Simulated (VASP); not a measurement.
# Ru: single point with PBE

The system is Ru.

```xyz
1
Lattice="0.0000 1.9400 1.9400 1.9400 0.0000 1.9400 1.9400 1.9400 0.0000" Properties=species:S:1:pos:R:3 pbc="T T T"
Ru    0.0000    0.0000    0.0000
```

This cell differs from its parent crystal: Pd replaced by Ru, lengths x 1.030, strained.

```yaml
Program: VASP 6.6.1
Task: single point
Functional: PBE
Potentials_or_basis: VASP PAW PBE potentials, release 64 (Ru_pv)
Cutoff: 500 eV
k_mesh: 8 × 8 × 8
Occupations: gaussian, width 0.1 eV
Spin: no spin polarisation
```

```
Pressure               : -15.3 GPa
Band gap on the k mesh : zero (bands 7 and 8 overlap by 2.78 eV)
```

Levels at points of the mesh, in eV from the Fermi level:
| k point | band 5 | band 6 | band 7 | band 8 | band 9 | band 10 |
| --- | --- | --- | --- | --- | --- | --- |
| (0.00, 0.00, 0.00) | -2.21 | -2.21 | -2.21 | -0.03 | -0.03 | 10.75 |
| (0.50, 0.00, 0.00) | -2.32 | -2.32 | 1.08 | 1.64 | 1.64 | 9.30 |
| (0.50, 0.50, 0.00) | -5.22 | 1.60 | 2.10 | 2.10 | 3.54 | 10.75 |

It took 3.7 s on 1 thread of Intel(R) Xeon(R) Platinum 8488C (Sapphire Rapids), with other jobs on the host, peak memory 0.12 GiB.

Caveat: the cell differs from its parent crystal (Pd replaced by Ru, lengths x 1.030, strained); the cell stands under tension; an empty level that is flat over the whole mesh can mark a ghost state of the potentials, or a narrow d or f band.
